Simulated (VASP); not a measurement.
# SiC: single point with PBE

SiC:

```
Si C
1.0
     2.94970    0.00000    0.00000
    -1.47485    2.55452    0.00000
     0.00000    0.00000    9.31880
Si C
4 4
Direct
  0.66667 0.33333 0.93784
  0.33333 0.66667 0.43784
  0.00000 0.00000 0.68790
  0.00000 0.00000 0.18790
  0.66667 0.33333 0.74981
  0.33333 0.66667 0.24981
  0.00000 0.00000 0.50045
  0.00000 0.00000 0.00045
```

```
Program                : VASP 6.6.1
Task                   : single point
Functional             : PBE
Potentials or basis    : VASP PAW PBE potentials, release 64 (Si, C)
Cutoff                 : 520 eV
k mesh                 : 12 × 12 × 4
Occupations            : gaussian, width 0.05 eV
Spin                   : no spin polarisation
Dipole correction      : no
Further INCAR settings : ALGO = Normal; EDIFF = 1e-07; NBANDS = 26
```

* Pressure: 54.1 GPa
* Largest force: 0.954 eV/Å
* Band gap on the k mesh: 2.19 eV, indirect (least direct gap 3.41 eV)

Forces in eV/Å, atoms in the order of the input:
```
Si   0.000  0.000  0.750
Si   0.000  0.000  0.750
Si   0.000  0.000  0.954
Si   0.000  0.000  0.954
C    0.000  0.000 -0.855
C    0.000  0.000 -0.855
C    0.000  0.000 -0.849
C    0.000  0.000 -0.849
```

Stress tensor (GPa, compression positive):
```
44.04  0.00  0.00
 0.00 44.04  0.00
 0.00  0.00 74.13
```

Levels at points of the mesh, in eV from the valence-band top:
```
           k point  band 13  band 14  band 15  band 16  band 17  band 18  band 19  band 20
(0.00, 0.00, 0.00)    -0.88    -0.20    -0.20     0.00     5.87     6.52     7.30     7.34
(0.50, 0.00, 0.00)    -2.80    -2.32    -1.66    -1.22     2.19     2.20     4.46     5.85
(0.00, 0.00, 0.50)    -0.44    -0.44    -0.44    -0.44     6.10     6.10     7.59     7.59
(0.50, 0.00, 0.50)    -2.76    -2.76    -1.79    -1.79     2.52     2.52     4.57     4.57
```

It took 44 s on 1 thread of Intel(R) Xeon(R) 6975P-C (Granite Rapids), with other jobs on the host, peak memory 0.22 GiB.

A k mesh can miss the band edges.
